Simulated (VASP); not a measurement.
Runs of VASP 6.6.1 on GaN. The structure is that of space group P6_3mc (No. 186), or close to it. The cells are those of the table. 

```tsv
cell	gap on the mesh (eV)	pressure (GPa)	largest force (eV/Å)
a = 3.259, b = 3.259, c = 5.166 Å, angles 90.0, 90.0, 120.0°, 4 atoms	1.68	-1.4	0.36
a = 3.259, b = 3.259, c = 5.424 Å, angles 90.0, 90.0, 120.0°, 4 atoms	1.25	-8.7	0.01
a = 3.259, b = 3.259, c = 5.037 Å, angles 90.0, 90.0, 120.0°, 4 atoms	1.82	3.6	0.76
a = 3.180, b = 3.180, c = 5.037 Å, angles 90.0, 90.0, 120.0°, 4 atoms	2.18	(a)	(c)
a = 3.100, b = 3.100, c = 5.037 Å, angles 90.0, 90.0, 120.0°, 4 atoms	2.49	25.4	0.16
a = 3.021, b = 3.021, c = 5.424 Å, angles 90.0, 90.0, 120.0°, 4 atoms	1.76	22.1	0.93
a = 3.180, b = 3.180, c = 5.424 Å, angles 90.0, 90.0, 120.0°, 4 atoms	1.48	-1.1	0.20
a = 3.100, b = 3.100, c = 4.908 Å, angles 90.0, 90.0, 120.0°, 4 atoms	2.70	33.3	0.70
a = 3.339, b = 3.339, c = 4.908 Å, angles 90.0, 90.0, 120.0°, 4 atoms	1.62	2.0	1.52
a = 3.339, b = 3.339, c = 5.424 Å, angles 90.0, 90.0, 120.0°, 4 atoms	(b)	-14.3	0.10
a = 3.339, b = 3.339, c = 5.295 Å, angles 90.0, 90.0, 120.0°, 4 atoms	1.19	-11.5	0.24
a = 3.180, b = 3.180, c = 4.908 Å, angles 90.0, 90.0, 120.0°, 4 atoms	2.32	20.1	1.08
```

Alike in all rows: task single point; level PBE; potentials or basis VASP PAW PBE potentials, release 64 (Ga_d, N); no spin polarisation; k mesh 12 × 12 × 6; cutoff (eV) 520; smearing gaussian 0.05 eV.

**Question.** Estimate the missing entries.

**Answer.** (a) 13.1; (b) 0.99; (c) 0.51.

Caveats: forces of over 1 eV/Å act on the atoms, so gaps and moduli don't describe the material at rest (some runs).

A k mesh can miss the band edges, and the runs leave out spin-orbit coupling on Ga.
